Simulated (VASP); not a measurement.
# LaAl3N2 (P3m1) in VASP: notebook

The runs below take LaAl3N2 through single point, relaxation of cell and atoms, with PBE.

Everything below comes from runs of VASP 6.6.1. Logs are shortened: lines on timing, memory, paths and dates and some standing lists are left out, and cuts for length are marked.

**1. The cell of the first run**

Symmetry: P3m1, No. 156, trigonal system. The conventional cell has a = 3.143 Å, b = 3.143 Å, c = 10.614 Å, α = 90.00°, β = 90.00°, γ = 120.00°. Within 3.6 Å of La (site symmetry 3m) lie 3 N at 2.74 Å and 6 La at 3.14 Å and 6 Al at 3.29 to 3.40 Å. Within 2.5 Å of Al (site symmetry 3m) lie 4 N at 1.88 to 1.94 Å. Al (site symmetry 3m) has 3 N at 1.94 Å within 2.6 Å. Al (site symmetry 3m) has 9 Al at 3.03 to 3.14 Å and 3 La at 3.40 Å and 3 N at 3.61 Å within 4.0 Å. Within 2.5 Å of N (site symmetry 3m) lie 4 Al at 1.88 to 1.94 Å. N (site symmetry 3m) has 3 Al at 1.94 Å within 2.6 Å.

**2. Single point, PBE**

The input, INCAR:

```
PREC = Accurate ; ENCUT = 520
EDIFF = 1E-6 ; ISMEAR = 0
SIGMA = 0.2 ; LREAL = False
LASPH = True ; NELM = 100
ALGO = Normal ; ISIF = 2
LWAVE = False ; LCHARG = False
GGA = PE ; NBANDS = 24
```

The input, KPOINTS:

```
Automatic mesh
0
Gamma
  5 5 2
```

The input, POSCAR:

```
LaAl3N2
1.0
    3.1431767455      0.0000000000      0.0000000000
   -1.5715883728      2.7220709102      0.0000000000
    0.0000000000      0.0000000000     10.6140153066
La Al N
1 3 2
Direct
    0.0000000000      0.0000000000     -0.0197872248
    0.6666666667      0.3333333333      0.2390823694
    0.0000000000      0.0000000000      0.4808551830
    0.3333333333      0.6666666667      0.7098787081
    0.6666666667      0.3333333333      0.4163722271
    0.3333333333      0.6666666667      0.1735987372
```

Potentials or basis: VASP PAW PBE potentials, release 64 (La, Al, N).

Launch:

```console
$ cat potpaw_PBE.64/La/POTCAR potpaw_PBE.64/Al/POTCAR potpaw_PBE.64/N/POTCAR > POTCAR
$ mpirun -np 1 vasp_std > vasp.out
```

OUTCAR:

```text
PREC = Accurate
   ENCUT = 520
   EDIFF = 1E-6
   ISMEAR = 0
   LREAL = False
   LASPH = True
   NELM = 100
   ISIF = 2
   GGA = PE

 ion  position               nearest neighbor table
   1  0.000  0.000  0.980-   2 3.29   2 3.29   2 3.29   4 3.40   4 3.40   4 3.40
   2  0.667  0.333  0.239-   5 1.88   6 1.94   6 1.94   6 1.94   3 3.14   3 3.14   3 3.14   1 3.29
                             1 3.29   1 3.29
   3  0.000  0.000  0.481-   5 1.94   5 1.94   5 1.94   4 3.03   4 3.03   4 3.03   2 3.14   2 3.14
                             2 3.14
   4  0.333  0.667  0.710-   3 3.03   3 3.03   3 3.03   1 3.40   1 3.40   1 3.40
   5  0.667  0.333  0.416-   2 1.88   3 1.94   3 1.94   3 1.94
   6  0.333  0.667  0.174-   2 1.94   2 1.94   2 1.94

  LATTYP: Found a hexagonal cell.
 ALAT       =     3.1431767455
 C/A-ratio  =     3.3768432914

  Lattice vectors:

 A1 = (   3.1431767455,   0.0000000000,   0.0000000000)
 A2 = (  -1.5715883728,   2.7220709102,   0.0000000000)
 A3 = (   0.0000000000,   0.0000000000,  10.6140153066)

Analysis of symmetry for initial positions (statically):
=====================================================================
 Subroutine PRICEL returns:
 Original cell was already a primitive cell.

 Routine SETGRP: Setting up the symmetry group for a
 hexagonal supercell.

 Subroutine GETGRP returns: Found  6 space group operations
 (whereof  6 operations were pure point group operations)
 out of a pool of 24 trial point group operations.

The static configuration has the point symmetry C_3v.

Analysis of symmetry for dynamics (positions and initial velocities):
=====================================================================
 Subroutine PRICEL returns:
 Original cell was already a primitive cell.

 Routine SETGRP: Setting up the symmetry group for a
 hexagonal supercell.

 Subroutine GETGRP returns: Found  6 space group operations
 (whereof  6 operations were pure point group operations)
 out of a pool of 24 trial point group operations.

The dynamic configuration has the point symmetry C_3v.

 Subroutine INISYM returns: Found  6 space group operations
 (whereof  6 operations are pure point group operations),
 and found     1 'primitive' translations

----------------------------------------------------------------------------------------

                                     Primitive cell

  volume of cell :      90.8130

  direct lattice vectors                    reciprocal lattice vectors
     3.143176745  0.000000000  0.000000000     0.318149465  0.183683679  0.000000000
    -1.571588373  2.722070910  0.000000000     0.000000000  0.367367359  0.000000000
     0.000000000  0.000000000 10.614015307     0.000000000  0.000000000  0.094215052

  length of vectors
     3.143176745  3.143176746 10.614015307     0.367367359  0.367367359  0.094215052

  position of ions in fractional coordinates (direct lattice)
     0.000000000  0.000000000  0.980212775
     0.666666667  0.333333333  0.239082369
     0.000000000  0.000000000  0.480855183
     0.333333333  0.666666667  0.709878708
     0.666666667  0.333333333  0.416372227
     0.333333333  0.666666667  0.173598737

  ion indices of the primitive-cell ions
   primitive index   ion index
                 1           1
                 2           2
                 3           3
                 4           4
                 5           5
                 6           6

----------------------------------------------------------------------------------------

 KPOINTS: Automatic mesh

Automatic generation of k-mesh.
 Grid dimensions read from file:
 generate k-points for:    5    5    2

 Generating k-lattice:

  Cartesian coordinates                     Fractional coordinates (reciprocal lattice)
     0.063629893  0.036736736  0.000000000     0.200000000  0.000000000  0.000000000
     0.000000000  0.073473472  0.000000000     0.000000000  0.200000000  0.000000000
     0.000000000  0.000000000  0.047107526     0.000000000  0.000000000  0.500000000

  Length of vectors
     0.073473472  0.073473472  0.047107526

  Shift w.r.t. Gamma in fractional coordinates (k-lattice)
     0.000000000  0.000000000  0.000000000

 Subroutine IBZKPT returns following result:
 ===========================================

 Found     10 irreducible k-points:

 Following reciprocal coordinates:
            Coordinates               Weight
  0.000000  0.000000  0.000000      1.000000
  0.200000 -0.000000  0.000000      6.000000
  0.400000 -0.000000  0.000000      6.000000
  0.200000  0.200000  0.000000      6.000000
  0.400000  0.200000  0.000000      6.000000
  0.000000  0.000000  0.500000      1.000000
  0.200000 -0.000000  0.500000      6.000000
  0.400000 -0.000000  0.500000      6.000000
  0.200000  0.200000  0.500000      6.000000
  0.400000  0.200000  0.500000      6.000000
   k-points           NKPTS =     10   k-points in BZ     NKDIM =     10   number of bands    NBANDS=     24
[... 77 lines left out ...]
      3      -7.6930      2.00000
      4      -6.2591      2.00000
      5      -5.8635      2.00000
      6      -5.8635      2.00000
[... 16 lines left out ...]
     23      11.6196      0.00000
     24      11.6196      0.00000

 k-point     2 :       0.2000   -0.0000    0.0000
  band No.  band energies     occupation
      1     -24.1130      2.00000
      2      -8.7929      2.00000
      3      -7.5136      2.00000
      4      -7.2809      2.00000
      5      -6.2252      2.00000
      6      -5.9957      2.00000
[... 16 lines left out ...]
     23      11.7652      0.00000
     24      12.0081      0.00000

 k-point     3 :       0.4000   -0.0000    0.0000
  band No.  band energies     occupation
      1     -23.6289      2.00000
      2      -9.6500      2.00000
      3      -7.7761      2.00000
      4      -6.7504      2.00000
      5      -6.4998      2.00000
      6      -5.8442      2.00000
[... 16 lines left out ...]
     23      11.6578      0.00000
     24      11.6825      0.00000

 k-point     4 :       0.2000    0.2000    0.0000
  band No.  band energies     occupation
      1     -23.7289      2.00000
      2      -8.9713      2.00000
      3      -7.9742      2.00000
      4      -7.2041      2.00000
      5      -6.6790      2.00000
      6      -5.7982      2.00000
[... 16 lines left out ...]
     23      11.5626      0.00000
     24      11.8286      0.00000

 k-point     5 :       0.4000    0.2000    0.0000
  band No.  band energies     occupation
      1     -23.4689      2.00000
      2      -9.5805      2.00000
      3      -7.9577      2.00000
      4      -7.4222      2.00000
      5      -6.1727      2.00000
      6      -5.8077      2.00000
[... 16 lines left out ...]
     23      11.6421      0.00000
     24      11.6894      0.00000

 k-point     6 :       0.0000    0.0000    0.5000
  band No.  band energies     occupation
      1     -24.3807      2.00000
      2      -9.1993      2.00000
      3      -7.6834      2.00000
      4      -6.2722      2.00000
      5      -5.8635      2.00000
      6      -5.8635      2.00000
[... 16 lines left out ...]
     23      11.6195      0.00000
     24      11.6198      0.00000

 k-point     7 :       0.2000   -0.0000    0.5000
  band No.  band energies     occupation
      1     -24.1130      2.00000
      2      -8.7941      2.00000
      3      -7.5116      2.00000
      4      -7.2771      2.00000
      5      -6.2252      2.00000
      6      -6.0030      2.00000
[... 16 lines left out ...]
     23      11.7972      0.00000
     24      12.0174      0.00000

 k-point     8 :       0.4000   -0.0000    0.5000
  band No.  band energies     occupation
      1     -23.6289      2.00000
      2      -9.6500      2.00000
      3      -7.7765      2.00000
      4      -6.7504      2.00000
      5      -6.4987      2.00000
      6      -5.8449      2.00000
[... 16 lines left out ...]
     23      11.6836      0.00000
     24      11.7811      0.00000

 k-point     9 :       0.2000    0.2000    0.5000
  band No.  band energies     occupation
      1     -23.7289      2.00000
      2      -8.9712      2.00000
      3      -7.9749      2.00000
      4      -7.2040      2.00000
      5      -6.6764      2.00000
      6      -5.8005      2.00000
[... 16 lines left out ...]
     23      11.5871      0.00000
     24      11.9254      0.00000

 k-point    10 :       0.4000    0.2000    0.5000
  band No.  band energies     occupation
      1     -23.4689      2.00000
      2      -9.5805      2.00000
      3      -7.9577      2.00000
      4      -7.4222      2.00000
      5      -6.1730      2.00000
      6      -5.8073      2.00000
[... 16 lines left out ...]
     23      11.6563      0.00000
     24      11.6961      0.00000

------------------------ aborting loop because EDIFF is reached ----------------------------------------

  FORCE on cell =-STRESS in cart. coord.  units (eV):
  Direction    XX          YY          ZZ          XY          YZ          ZX
  --------------------------------------------------------------------------------------
  -------------------------------------------------------------------------------------
  Total       -0.3539027     -0.3539027      0.3151142      0.0000000      0.0000000     -0.0000000
  in kB       -6.2437650     -6.2437650      5.5594340      0.0000000      0.0000000     -0.0000000
  external PRESSURE =      -2.3093653 kB  Pullay stress =       0.0000000 kB

 VOLUME and BASIS-vectors are now :
 -----------------------------------------------------------------------------
  energy-cutoff  :      520.00
  volume of cell :       90.81
      direct lattice vectors                 reciprocal lattice vectors
     3.143176745  0.000000000  0.000000000     0.318149465  0.183683679  0.000000000
    -1.571588373  2.722070910  0.000000000     0.000000000  0.367367359  0.000000000
     0.000000000  0.000000000 10.614015307     0.000000000  0.000000000  0.094215052

 POSITION                                       TOTAL-FORCE (eV/Angst)
 -----------------------------------------------------------------------------------
      0.00000      0.00000     10.40399        -0.000000      0.000000      0.025113
      1.57159      0.90736      2.53762         0.000000     -0.000000     -0.020492
      0.00000      0.00000      5.10380        -0.000000      0.000000      0.011229
     -0.00000      1.81471      7.53466        -0.000000     -0.000000      0.019522
      1.57159      0.90736      4.41938        -0.000000     -0.000000     -0.009457
     -0.00000      1.81471      1.84258         0.000000     -0.000000     -0.025914
 -----------------------------------------------------------------------------------
    total drift:                                0.000001     -0.000000     -0.001415

  FREE ENERGIE OF THE ION-ELECTRON SYSTEM (eV)
  ---------------------------------------------------
  free  energy   TOTEN  =       -37.2450289692 eV

  energy  without entropy=      -37.1938384889  energy(sigma->0) =      -37.21943373
```

Wall time 16 s (1 thread of Intel Xeon 6975P-C (Granite Rapids), shared host); peak memory 0.21 GiB.

What came out:

```
Free energy            : -37.2450 eV
Pressure               : -0.2 GPa
Largest force          : 0.026 eV/Å
Band gap on the k mesh : zero (band 15 reaches 8.52 eV, above the bottom of band 16 at 8.28 eV)
```

Forces on the atoms (eV/Å):
```
La   0.000  0.000  0.025
Al   0.000  0.000 -0.020
Al   0.000  0.000  0.011
Al   0.000  0.000  0.020
N    0.000  0.000 -0.009
N    0.000  0.000 -0.026
```

Caveat: the k points lie up to 0.46 Å⁻¹ apart; spin-orbit coupling is left out, which moves the levels of the heavy elements.

**3. Relaxation of cell and atoms, PBE**

This run uses another cell than the first one, of 15.60 Å³/atom, 1.031 times its volume.

The input, INCAR:

```
SYSTEM = LaAl3N2
ALGO = Normal
EDIFF = 1E-6
EDIFFG = -0.08
ENCUT = 600
GGA = PE
IBRION = 2
ISIF = 3
ISMEAR = 0
LASPH = .True.
LCHARG = .False.
LREAL = .False.
LWAVE = .False.
NELM = 100
NSW = 36
PREC = Accurate
SIGMA = 0.2
```

The input, KPOINTS:

```
k-points
0
Gamma
  5 5 2
  0 0 0
```

The input, POSCAR:

```
LaAl3N2
1.0
    3.4000000000      0.0000000000      0.0000000000
   -1.7000000000      2.9444863700      0.0000000000
    0.0000000000      0.0000000000      9.3500000000
La Al N
1 3 2
Direct
    0.0000000000      0.0000000000      0.0000000000
    0.6666666700      0.3333333300      0.2150000000
    0.0000000000      0.0000000000      0.4850000000
    0.3333333300      0.6666666700      0.7300000000
    0.6666666700      0.3333333300      0.4200000000
    0.3333333300      0.6666666700      0.1500000000
```

Potentials or basis: VASP PAW PBE potentials, release 64 (La, Al, N).

Launch:

```console
$ cat potpaw_PBE.64/La/POTCAR potpaw_PBE.64/Al/POTCAR potpaw_PBE.64/N/POTCAR > POTCAR
$ mpirun -np 1 vasp_std > vasp.out
```

Run time: 2.4 min. Hardware: 1 thread of Intel Xeon 6975P-C (Granite Rapids), shared host; peak memory 0.26 GiB.

Results (log left out):

```
Free energy                            : -37.2533 eV
Relaxed volume                         : 15.09 Å³/atom
Relaxed cell                           : a = 3.133 Å, b = 3.133 Å, c = 10.650 Å, α = 90.00°, β = 90.00°, γ = 120.00°
Space group after relaxing (to 0.05 Å) : P3m1 (No. 156)
Energy gained by relaxing              : 348.0 meV/atom
Ionic steps                            : 12
Pressure after relaxing                : 0.0 GPa
Largest force after relaxing           : 0.042 eV/Å
Band gap on the k mesh                 : zero (band 15 reaches 8.54 eV, above the bottom of band 16 at 8.29 eV)
```

Forces on the atoms (eV/Å):
```
La   0.000  0.000  0.004
Al   0.000  0.000  0.010
Al   0.000  0.000 -0.042
Al   0.000  0.000 -0.019
N    0.000  0.000  0.013
N    0.000  0.000  0.035
```

Stress tensor (GPa, compression positive):
```
 0.06  0.00  0.00
 0.00  0.06  0.00
 0.00  0.00 -0.15
```

The path:
```tsv
step	energy change (eV)	largest force (eV/Å)	pressure (GPa)	volume (Å³)
1	0.0000	4.0036	3.12	93.61
2	-1.4122	0.7114	-6.35	97.50
3	-1.5442	0.7745	-8.44	99.09
4	-1.8768	1.3807	3.92	87.63
5	-1.9501	1.2235	-0.54	90.72
6	-2.0382	0.5627	0.30	90.01
7	-2.0524	0.7740	0.98	89.60
8	-2.0815	0.1375	-0.29	90.64
9	-2.0815	0.1251	-0.24	90.59
10	-2.0870	0.1279	0.06	90.42
11	-2.0871	0.1287	0.12	90.39
12	-2.0881	0.0423	-0.01	90.54
```

Final structure:
```yaml
crystal:
  lattice:
    - [3.13308, 0.00000, 0.00000]
    - [-1.56654, 2.71333, 0.00000]
    - [0.00000, 0.00000, 10.65044]
  atoms:
    - { symbol: La, position: [0.00000, 0.00000, 0.98058] }
    - { symbol: Al, position: [0.66667, 0.33333, 0.23898] }
    - { symbol: Al, position: [0.00000, 0.00000, 0.48116] }
    - { symbol: Al, position: [0.33333, 0.66667, 0.71054] }
    - { symbol: N, position: [0.66667, 0.33333, 0.41587] }
    - { symbol: N, position: [0.33333, 0.66667, 0.17286] }
```

Levels at points of the mesh, in eV from the Fermi level:
| k point | band 11 | band 12 | band 13 | band 14 | band 15 | band 16 | band 17 | band 18 | band 19 |
| --- | --- | --- | --- | --- | --- | --- | --- | --- | --- |
| (0.00, 0.00, 0.00) | -2.71 | -2.26 | -2.26 | -1.38 | -0.58 | 1.23 | 1.92 | 2.41 | 2.41 |
| (0.00, 0.00, 0.50) | -2.71 | -2.26 | -2.26 | -2.05 | -0.54 | 1.23 | 2.08 | 2.41 | 2.41 |

Caveat: the k points lie up to 0.46 Å⁻¹ apart in the final cell; spin-orbit coupling is left out, which moves the levels of the heavy elements; the relaxation stopped at a loose force limit of 0.08 eV/Å, so its end isn't a converged minimum.

**4. Single point, PBE (volume scaled by 0.94, then relaxed in part)**

The input, INCAR:

```
PREC = Accurate ; ENCUT = 520
EDIFF = 1E-6 ; ISMEAR = 0
SIGMA = 0.1 ; LREAL = False
LASPH = True ; NELM = 60
ALGO = Normal ; ISIF = 2
LWAVE = False ; LCHARG = True
GGA = PE ; LELF = True
LVHAR = True ; NBANDS = 24
```

The input, KPOINTS:

```
Automatic mesh
0
Gamma
  12 12 4
```

The input, POSCAR:

```
LaAl3N2
1.0
    3.0858048120      0.0000000000      0.0000000000
   -1.5429024060      2.6723853583      0.0000000000
    0.0000000000      0.0000000000     10.3187432918
La Al N
1 3 2
Direct
    0.0000000000      0.0000000000      0.9742446798
    0.6666666667      0.3333333333      0.2383250464
    0.0000000000      0.0000000000      0.4854216248
    0.3333333333      0.6666666667      0.7122214235
    0.6666666667      0.3333333333      0.4189259318
    0.3333333333      0.6666666667      0.1708612938
```

Launch:

```console
$ cat potpaw_PBE.64/La/POTCAR potpaw_PBE.64/Al/POTCAR potpaw_PBE.64/N/POTCAR > POTCAR
$ mpirun -np 1 vasp_std > vasp.out
```

It took 75 s on 1 thread of Intel Xeon 6975P-C (Granite Rapids), shared host; peak memory 0.31 GiB.

Results (log left out):

```yaml
Free_energy: -37.1184 eV
Pressure: 7.1 GPa
Largest_force: 0.010 eV/Å
Band_gap_on_the_k_mesh: zero (band 15 reaches 9.54 eV, above the bottom of band 16 at 8.91 eV)
```

Forces in eV/Å, atoms in the order of the input:
```
La   0.000  0.000  0.007
Al   0.000  0.000 -0.010
Al   0.000  0.000 -0.001
Al   0.000  0.000  0.002
N    0.000  0.000 -0.004
N    0.000  0.000  0.006
```

Stress tensor (GPa, compression positive):
```
7.17 0.00 0.00
0.00 7.17 0.00
0.00 0.00 7.08
```

Levels at points of the mesh, in eV from the Fermi level:
| k point | band 12 | band 13 | band 14 | band 15 | band 16 | band 17 | band 18 | band 19 |
| --- | --- | --- | --- | --- | --- | --- | --- | --- |
| (0.00, 0.00, 0.00) | -2.36 | -2.36 | -1.26 | -0.40 | 1.33 | 2.23 | 2.57 | 2.57 |
| (0.50, 0.00, 0.00) | -3.50 | -3.16 | -2.52 | -1.64 | 0.22 | 0.88 | 2.08 | 2.71 |
| (0.00, 0.00, 0.50) | -2.36 | -2.36 | -1.96 | -0.38 | 1.33 | 2.27 | 2.57 | 2.57 |
| (0.50, 0.00, 0.50) | -3.17 | -3.16 | -2.74 | -1.83 | -0.22 | 1.27 | 2.10 | 2.72 |

Caveat: the cell differs from its parent crystal (volume scaled by 0.94, then relaxed in part); spin-orbit coupling is left out, which moves the levels of the heavy elements.

**5. Overview**

| task | cell | k mesh | cutoff (eV) | smearing | gap on the mesh (eV) | pressure (GPa) | largest force (eV/Å) |
| --- | --- | --- | --- | --- | --- | --- | --- |
| single point | a = 3.143, b = 3.143, c = 10.614 Å, angles 90.0, 90.0, 120.0°, 6 atoms | 5 × 5 × 2 | 520 | gaussian 0.2 eV | none | -0.2 | 0.03 |
| relaxation of cell and atoms | relaxed from a = 3.400, b = 3.400, c = 9.350 Å, angles 90.0, 90.0, 120.0°, 6 atoms | 5 × 5 × 2 | 600 | gaussian 0.2 eV | none | 0.0 | 0.04 |
| single point | a = 3.086, b = 3.086, c = 10.319 Å, angles 90.0, 90.0, 120.0°, 6 atoms | 12 × 12 × 4 | 520 | gaussian 0.1 eV | none | 7.1 | 0.01 |

Alike in all rows: level PBE; potentials or basis VASP PAW PBE potentials, release 64 (La, Al, N); no spin polarisation.

Caveats: some runs use coarse meshes; spin-orbit coupling is left out, which moves the levels of the heavy elements; the relaxation stopped at a loose force limit of 0.08 eV/Å, so its end isn't a converged minimum (some runs).

Total energies depend on the potentials used, so only differences within one code and one set of settings carry meaning.
